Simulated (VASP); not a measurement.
# MgBe3 (R3m) in VASP: a series of runs

MgBe3 is run at these levels: PBE; tasks: single point, relaxation of cell and atoms.

Everything below comes from runs of VASP 6.6.1. Logs are shortened: lines on timing, memory, paths and dates and some standing lists are left out, and cuts for length are marked.

## (1) The cell of the first run

It takes space group R3m (No. 160, trigonal). The conventional cell has a = 4.082 Å, b = 4.082 Å, c = 12.828 Å, α = 90.00°, β = 90.00°, γ = 120.00°. Mg (site symmetry 3m) has 9 Be at 2.71 to 2.74 Å within 3.6 Å. Be (site symmetry m) has 4 Be at 2.03 to 2.05 Å within 2.7 Å.

## (2) Single point, PBE

INCAR

```
SYSTEM = MgBe3
ALGO = Fast ; EDIFF = 1E-6
ENCUT = 520 ; GGA = PE
ISIF = 2 ; ISMEAR = 0
LASPH = .True. ; LCHARG = .False.
LREAL = .False. ; LWAVE = .False.
NBANDS = 12 ; NELM = 80
PREC = Accurate ; SIGMA = 0.1
```

KPOINTS

```
k-points
0
Gamma
  6 6 6
  0 0 0
```

POSCAR

```
MgBe3
1.0
    2.0410819855      1.1784192337      4.2761473263
   -2.0410819855      1.1784192337      4.2761473263
    0.0000000000     -2.3568384675      4.2761473263
Mg Be
1 3
Direct
    0.4433459104      0.4433459104      0.4433459104
    0.5849495517      0.0869931360      0.0869931360
    0.0869931360      0.5849495517      0.0869931360
    0.0869931360      0.0869931360      0.5849495517
```

Potentials or basis: VASP PAW PBE potentials, release 64 (Mg, Be).

Command:

```console
> cat potpaw_PBE.64/Mg/POTCAR potpaw_PBE.64/Be/POTCAR > POTCAR
> mpirun -np 1 vasp_std > vasp.out
```

OUTCAR:

```text
SYSTEM = MgBe3
   EDIFF = 1E-6
   ENCUT = 520
   GGA = PE
   ISIF = 2
   ISMEAR = 0
   LASPH = .True.
   LREAL = .False.
   NELM = 80
   PREC = Accurate

 ion  position               nearest neighbor table
   1  0.443  0.443  0.443-   4 2.71   3 2.71   2 2.71   2 2.74   3 2.74   3 2.74   2 2.74   4 2.74
                             4 2.74
   2  0.585  0.087  0.087-   4 2.03   3 2.03   4 2.05   3 2.05   1 2.71   1 2.74   1 2.74
   3  0.087  0.585  0.087-   4 2.03   2 2.03   4 2.05   2 2.05   1 2.71   1 2.74   1 2.74
   4  0.087  0.087  0.585-   2 2.03   3 2.03   3 2.05   2 2.05   1 2.71   1 2.74   1 2.74

  LATTYP: Found a trigonal (rhomboedric) cell.
 ALAT       =     4.8826348950
 COS(alpha) =     0.6505038518

  Lattice vectors:

 A1 = (   2.0410819855,   1.1784192337,   4.2761473263)
 A2 = (  -2.0410819855,   1.1784192337,   4.2761473263)
 A3 = (   0.0000000000,  -2.3568384675,   4.2761473263)

Analysis of symmetry for initial positions (statically):
=====================================================================
 Subroutine PRICEL returns:
 Original cell was already a primitive cell.

 Routine SETGRP: Setting up the symmetry group for a
 trigonal (rhombohedral) supercell.

 Subroutine GETGRP returns: Found  6 space group operations
 (whereof  6 operations were pure point group operations)
 out of a pool of 12 trial point group operations.

The static configuration has the point symmetry C_3v.

Analysis of symmetry for dynamics (positions and initial velocities):
=====================================================================
 Subroutine PRICEL returns:
 Original cell was already a primitive cell.

 Routine SETGRP: Setting up the symmetry group for a
 trigonal (rhombohedral) supercell.

 Subroutine GETGRP returns: Found  6 space group operations
 (whereof  6 operations were pure point group operations)
 out of a pool of 12 trial point group operations.

The dynamic configuration has the point symmetry C_3v.

 Subroutine INISYM returns: Found  6 space group operations
 (whereof  6 operations are pure point group operations),
 and found     1 'primitive' translations

----------------------------------------------------------------------------------------

                                     Primitive cell

  volume of cell :      61.7112

  direct lattice vectors                    reciprocal lattice vectors
     2.041081985  1.178419234  4.276147326     0.244968112  0.141432405  0.077951789
    -2.041081985  1.178419234  4.276147326    -0.244968112  0.141432405  0.077951789
     0.000000000 -2.356838467  4.276147326     0.000000000 -0.282864811  0.077951789

  length of vectors
     4.882634895  4.882634895  4.882634895     0.293409241  0.293409241  0.293409241

  position of ions in fractional coordinates (direct lattice)
     0.443345910  0.443345910  0.443345910
     0.584949552  0.086993136  0.086993136
     0.086993136  0.584949552  0.086993136
     0.086993136  0.086993136  0.584949552

  ion indices of the primitive-cell ions
   primitive index   ion index
                 1           1
                 2           2
                 3           3
                 4           4

----------------------------------------------------------------------------------------

 KPOINTS: k-points

Automatic generation of k-mesh.
 Grid dimensions read from file:
 generate k-points for:    6    6    6

 Generating k-lattice:

  Cartesian coordinates                     Fractional coordinates (reciprocal lattice)
     0.040828019  0.023572068  0.012991965     0.166666667 -0.000000000  0.000000000
    -0.040828019  0.023572068  0.012991965    -0.000000000  0.166666667  0.000000000
     0.000000000 -0.047144135  0.012991965     0.000000000  0.000000000  0.166666667

  Length of vectors
     0.048901540  0.048901540  0.048901540

  Shift w.r.t. Gamma in fractional coordinates (k-lattice)
     0.000000000  0.000000000  0.000000000

 Subroutine IBZKPT returns following result:
 ===========================================

 Found     32 irreducible k-points:

 Following reciprocal coordinates:
            Coordinates               Weight
  0.000000  0.000000  0.000000      1.000000
  0.166667  0.000000  0.000000      6.000000
  0.333333  0.000000  0.000000      6.000000
  0.500000  0.000000 -0.000000      3.000000
  0.166667  0.166667  0.000000      6.000000
  0.333333  0.166667  0.000000     12.000000
[... 16 lines left out ...]
  0.500000  0.500000  0.166667      6.000000
 -0.333333  0.500000  0.166667     12.000000
 [... further k-points ...]
   k-points           NKPTS =     32   k-points in BZ     NKDIM =     32   number of bands    NBANDS=     12
   number of dos      NEDOS =    301   number of ions     NIONS =      4
   total plane-waves  NPLWV =  46656
   dimension x,y,z NGX =    36 NGY =   36 NGZ =   36
   dimension x,y,z NGXF=    72 NGYF=   72 NGZF=   72
   ions per type =               1   3
   NGX,Y,Z   is equivalent  to a cutoff of  12.26, 12.26, 12.26 a.u.
   NGXF,Y,Z  is equivalent  to a cutoff of  24.51, 24.51, 24.51 a.u.
 SYSTEM =  MgBe3
   PREC   = accura    normal or accurate (medium, high low for compatibility)
   ISTART =      0    job   : 0-new  1-cont  2-samecut
   ICHARG =      2    charge: 1-file 2-atom 10-const
   ISPIN  =      1    spin polarized calculation?
   LNONCOLLINEAR =      F non collinear calculations
   LSORBIT =      F    spin-orbit coupling
   LASPH  =      T    aspherical Exc in radial PAW
   ENCUT  =  520.0 eV  38.22 Ry    6.18 a.u.   9.08  9.08  9.08*2*pi/ulx,y,z
   NELM   =     80;   NELMIN=  2; NELMDL= -5     # of ELM steps
   EDIFF  = 0.1E-05   stopping-criterion for ELM
   LREAL  =      F    real-space projection
   EDIFFG = 0.1E-04   stopping-criterion for IOM
   NSW    =      0    number of steps for IOM
   IBRION =     -1    ionic relax: 0-MD 1-quasi-New 2-CG
   NFREE  =      0    steps in history (QN), initial steepest desc. (CG)
   ISIF   =      2    stress and relaxation
   ISYM   =      2    0-nonsym 1-usesym 2-fastsym
   POTIM  = 0.5000    time-step for ionic-motion
   TEBEG  =    0.0;   TEEND  =   0.0 temperature during run
   PSTRESS=    0.0 pullay stress
   NELECT =       8.0000    total number of electrons
   NUPDOWN=      -1.0000    fix difference up-down
   EMIN   =  10.00;   EMAX   =-10.00  energy-range for DOS
   EFERMI =   0.00;   METHOD = LEGACY
   ISMEAR =     0;   SIGMA  =   0.10  broadening in eV -4-tet -1-fermi 0-gaus
   EFERMI_NEDOS =   21; number of points for ismear=-14 and -15
   IALGO  =     68    algorithm
   IMIX   =      4    mixing-type and parameters
     AMIX     =   0.40;   BMIX     =  1.00
     AMIX_MAG =   1.60;   BMIX_MAG =  1.00
  volume/ion in A,a.u.               =      15.43       104.11
  Fermi-wavevector in a.u.,A,eV,Ry     =   0.828546  1.565725  9.340249  0.686489
  Thomas-Fermi vector in A             =   1.940941
   LORBIT       =      0    0 simple, 1 ext, 2 COOP (PROOUT), +10 PAW based schemes
   GGA     = PE    functional components
   LHFCALC =     F    Hartree Fock is set to
   AEXX    =    0.0000 exact exchange contribution
   IVDW    =     0    specifies the selected vdW correction
   LEPSILON=     F    determine dielectric tensor
   LRPA    =     F    only Hartree local field effects (RPA)
 non-spin polarized calculation
 RMM-DIIS sequential band-by-band and
 Gauss-broadening in eV      SIGMA  =   0.10
  energy-cutoff  :      520.00
  volume of cell :       61.71
 maximum number of plane-waves:      1686
   NGX = 19   NGY = 19   NGZ = 19

 number of electron       8.0000000 magnetization

 Free energy of the ion-electron system (eV)
  ---------------------------------------------------
  ext. energy  EPLUGINS =         0.00000000
  ---------------------------------------------------
  free energy    TOTEN  =       -10.38160247 eV

  energy without entropy =      -10.37404320  energy(sigma->0) =      -10.37782283

 E-fermi :   2.4959     XC(G=0):  -8.5753

 val. band max:        2.4649459628   @ k =   0.1667   0.0000   0.0000
 cond. band min:       2.5232956206   @ k =   0.1667   0.1667   0.0000
 fundamental gap:      0.0583496578
 Fermi energy:         2.4958780526

 k-point     1 :       0.0000    0.0000    0.0000
  band No.  band energies     occupation
      1      -5.2054      2.00000
      2       0.5107      2.00000
      3       1.1240      2.00000
      4       3.4798      0.00000
      5       3.4798      0.00000
      6       4.1372      0.00000
      7       7.6358      0.00000
      8       7.6358      0.00000
      9       8.1692      0.00000
     10       8.1692      0.00000
     11       8.8854      0.00000
     12      11.1936      0.00000

 k-point     2 :       0.1667    0.0000    0.0000
  band No.  band energies     occupation
      1      -4.9202      2.00000
      2       0.2398      2.00000
      3       1.1544      2.00000
      4       2.4649      1.33821
      5       3.4093      0.00000
      6       4.5891      0.00000
      7       6.3484      0.00000
      8       7.1083      0.00000
      9       8.2204      0.00000
     10       8.4004      0.00000
     11       9.9407      0.00000
     12      10.5708      0.00000

 k-point     3 :       0.3333    0.0000    0.0000
  band No.  band energies     occupation
      1      -4.0808      2.00000
      2      -1.0305      2.00000
      3       1.3829      2.00000
      4       1.7074      2.00000
      5       3.2968      0.00000
      6       4.3445      0.00000
      7       5.8364      0.00000
      8       6.2493      0.00000
      9       8.0236      0.00000
     10       9.4407      0.00000
     11       9.9660      0.00000
     12      11.9150      0.00000
[... 286 lines left out ...]
 k-point    23 :       0.5000    0.5000    0.1667
  band No.  band energies     occupation
      1      -3.4265      2.00000
      2      -1.0407      2.00000
      3      -0.5648      2.00000
      4       1.3138      2.00000
      5       2.7296      0.00095
      6       3.9779      0.00000
      7       8.7653      0.00000
      8       9.0584      0.00000
      9       9.0643      0.00000
     10       9.9032      0.00000
     11      11.2898      0.00000
     12      12.0526      0.00000

 k-point    24 :      -0.3333    0.5000    0.1667
  band No.  band energies     occupation
      1      -2.6343      2.00000
      2      -1.6698      2.00000
      3      -0.3271      2.00000
      4       0.2500      2.00000
      5       3.3790      0.00000
      6       4.1508      0.00000
      7       6.5882      0.00000
      8       8.0507      0.00000
      9       9.6022      0.00000
     10      10.3412      0.00000
     11      11.4778      0.00000
     12      12.1559      0.00000

 [... further k-points ...]
[... 5 lines left out ...]
  --------------------------------------------------------------------------------------
  -------------------------------------------------------------------------------------
  Total        0.0354423      0.0354423      0.0296174      0.0000000     -0.0000000      0.0000000
  in kB        0.9201714      0.9201714      0.7689406      0.0000000     -0.0000000      0.0000000
  external PRESSURE =       0.8697612 kB  Pullay stress =       0.0000000 kB

 VOLUME and BASIS-vectors are now :
 -----------------------------------------------------------------------------
  energy-cutoff  :      520.00
  volume of cell :       61.71
      direct lattice vectors                 reciprocal lattice vectors
     2.041081985  1.178419234  4.276147326     0.244968112  0.141432405  0.077951789
    -2.041081985  1.178419234  4.276147326    -0.244968112  0.141432405  0.077951789
     0.000000000 -2.356838467  4.276147326     0.000000000 -0.282864811  0.077951789

 POSITION                                       TOTAL-FORCE (eV/Angst)
 -----------------------------------------------------------------------------------
      0.00000     -0.00000      5.68744         0.000000      0.000000     -0.033799
      1.01637      0.58680      3.24532        -0.006014     -0.003472      0.011266
     -1.01637      0.58680      3.24532         0.006014     -0.003472      0.011266
      0.00000     -1.17360      3.24532         0.000000      0.006945      0.011266
 -----------------------------------------------------------------------------------
    total drift:                                0.000000     -0.000000     -0.000008

  FREE ENERGIE OF THE ION-ELECTRON SYSTEM (eV)
  ---------------------------------------------------
  free  energy   TOTEN  =       -10.3816024653 eV

  energy  without entropy=      -10.3740431979  energy(sigma->0) =      -10.37782283
```

It took 44 s on 1 thread of Intel Xeon 8259CL, shared host; peak memory 0.21 GiB.

Results:

```yaml
Free_energy: -10.3816 eV
Pressure: 0.1 GPa
Largest_force: 0.034 eV/Å
Band_gap_on_the_k_mesh: zero (band 4 reaches 3.48 eV, above the bottom of band 5 at 1.97 eV)
```

Forces on the atoms (eV/Å):
```
Mg   0.000  0.000 -0.034
Be  -0.006 -0.003  0.011
Be   0.006 -0.003  0.011
Be   0.000  0.007  0.011
```

[end of part 1 of 2]
